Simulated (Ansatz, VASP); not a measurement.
# NbRu3: VASP beside Ansatz

```
CELL_PARAMETERS angstrom
3.82756 0.00000 0.00000
0.00000 3.82756 0.00000
0.00000 0.00000 3.82756
ATOMIC_POSITIONS crystal
Nb 0.00000 0.00000 0.00000
Ru 0.00000 0.50000 0.50000
Ru 0.50000 0.00000 0.50000
Ru 0.50000 0.50000 0.00000
```

Change from the starting cell: volume scaled by 0.96, crystal datasets.

Alike in both runs: task electric field gradients; functional LDA; k mesh 9 × 9 × 9; occupations fermi-dirac, width 0.05 eV; no spin polarisation.

|  | VASP | Ansatz |
| --- | --- | --- |
| version | VASP 6.6.1 | Ansatz 0.2.0 |
| potentials or method | VASP PAW LDA potentials, release 64 (Nb_sv, Ru_pv), cutoff 520 eV | all-electron PAW with datasets made for the crystal, scalar-relativistic |

```csv
,VASP,Ansatz,Ansatz less VASP
pressure (GPa),0.7,0.2,-0.51
size of Vzz on the site where it differs most (V/Å²),19.9,11.3,-8.59
```

LDA's correlation is that of Perdew and Zunger in VASP and of Perdew and Wang (1992) in Ansatz. Ansatz ran all-electron here, and VASP with PAW potentials.
